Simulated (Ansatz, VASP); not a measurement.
**Two plane-wave programs on Zn2B3**

```xyz
5
Lattice="2.9465 0.0000 0.0000 -1.4732 2.5517 0.0000 0.0000 0.0000 7.0828" Properties=species:S:1:pos:R:3 pbc="T T T"
Zn    0.0000    1.7011    1.5052
Zn    1.4732    0.8506    5.5776
B     0.0000    0.0000    0.0000
B     0.0000    1.7011    3.6352
B     1.4732    0.8506    3.4476
```

Alike in both runs: functional PBE; k mesh 12 × 12 × 6; occupations gaussian, width 0.1 eV; no spin polarisation.

Ansatz relaxed the structure, and its values are those at the end. VASP's run is a single point on that final structure, the one shown.

|  | VASP | Ansatz |
| --- | --- | --- |
| version | VASP 6.6.1 | Ansatz 0.2.0 |
| potentials or method | VASP PAW PBE potentials, release 64 (Zn, B), cutoff 520 eV | scalar-relativistic, plane waves, PAW |
| valence electrons in the cell | 33 | 33 |

```tsv
	VASP	Ansatz	Ansatz less VASP
gap on the k mesh at the Fermi level (eV)	none	none	-
pressure (GPa)	0.3	0.0	-0.35
```

A gap of «none» marks a metal or a gap that the smearing closes.
